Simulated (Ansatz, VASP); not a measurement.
**Al2Cu in VASP and in Ansatz**

```
CELL_PARAMETERS angstrom
4.01113 0.00000 0.00000
0.00000 4.01113 0.00000
0.00000 0.00000 2.88473
ATOMIC_POSITIONS crystal
Al 0.50000 0.00782 0.50000
Al 0.00000 0.46554 0.50000
Cu 0.00000 0.01131 0.00000
```

Change from the starting cell: mode 9 frozen in at -0.142 Å, equal normal strain along x and y -0.0267.

Alike in both runs: task single point; functional PBE; k mesh 10 × 10 × 14; occupations gaussian, width 0.15 eV; no spin polarisation.

|  | VASP | Ansatz |
| --- | --- | --- |
| version | VASP 6.6.1 | Ansatz 0.2.0 |
| potentials or method | VASP PAW PBE potentials, release 64 (Al, Cu), cutoff 520 eV | scalar-relativistic, plane waves, PAW |
| valence electrons in the cell | 17 | 25 |

Ansatz gave:

```
gap on the k mesh at the Fermi level (eV)                     : none
pressure (GPa)                                                : 7.4
traceless stress, the component that is largest in VASP (GPa) : -1.80
rms of the force components (eV/Å)                            : 0.861
```

Question: Which values does VASP return?

Answer: gap on the k mesh at the Fermi level (eV): none; pressure (GPa): 7.5; traceless stress, the component that is largest in VASP (GPa): -1.75; rms of the force components (eV/Å): 0.863.

Atom by atom the forces differ by 0.002 eV/Å (rms over components). A gap of «none» marks a metal or a gap that the smearing closes. With one functional, cell and mesh, what is left measures potentials, basis and numerics. VASP's potentials hold 17 valence electrons a cell and Ansatz's 25, so a difference there can come from the potentials and not from the codes.
